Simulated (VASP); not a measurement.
Write the native input for VASP 6.6.1 that does the following.

```yaml
Task: relaxation of cell and atoms
Functional: PBE
Potentials_or_basis: VASP PAW PBE potentials, release 64 (Zr_sv, B)
Cutoff: 600 eV
k_mesh: 12 × 12 × 12
Occupations: gaussian, width 0.1 eV
Spin: no spin polarisation
Dipole_correction: no
Further_INCAR_settings: ALGO = Normal; EDIFF = 1e-07; IBRION = 2; EDIFFG = -0.01; NSW = 100; ISIF = 3
```

The structure of ZrB lies in POSCAR:

```
ZrB
1.0
    1.5956328712      0.9212390677      6.2879393810
   -1.5956328712      0.9212390677      6.2879393810
    0.0000000000     -1.8424781354      6.2879393810
Zr B
2 2
Direct
    0.9087978394      0.9087978394      0.9087978394
    0.0912021606      0.0912021606      0.0912021606
    0.6664050183      0.6664050183      0.6664050183
    0.3335949817      0.3335949817      0.3335949817
```

The cell was generated, and may not be a known phase.

The input as run:

INCAR

```
PREC = Accurate
ENCUT = 600
EDIFF = 1E-7
ISMEAR = 0
SIGMA = 0.1
LREAL = F
LASPH = T
NELM = 100
ALGO = Normal
ISIF = 3
LWAVE = F
LCHARG = F
GGA = PE
IBRION = 2
NSW = 100
EDIFFG = -0.01
```

KPOINTS

```
Automatic mesh
0
Gamma
  12 12 12
```

Potentials or basis: VASP PAW PBE potentials, release 64 (Zr_sv, B).

The run is started by

```console
$ cat potpaw_PBE.64/Zr_sv/POTCAR potpaw_PBE.64/B/POTCAR > POTCAR
$ mpirun -np 1 vasp_std > vasp.out
```

It gave:

The relaxed volume is 13.91 Å³/atom and the relaxed cell is a = 6.566 Å, b = 6.566 Å, c = 6.566 Å, α = 28.15°, β = 28.15°, γ = 28.15°. The space group after relaxing (to 0.1 Å) is R-3m (No. 166) and the energy gained by relaxing is 0.1 meV/atom. The ionic steps are 5, the pressure after relaxing is 0.0 GPa and the band gap on the k mesh is zero (bands 15 and 16 overlap by 1.48 eV).

Run time: 84 min on 1 thread of Intel(R) Xeon(R) Platinum 8375C CPU @ 2.90GHz (Ice Lake) (shared host), peak memory 0.59 GiB.
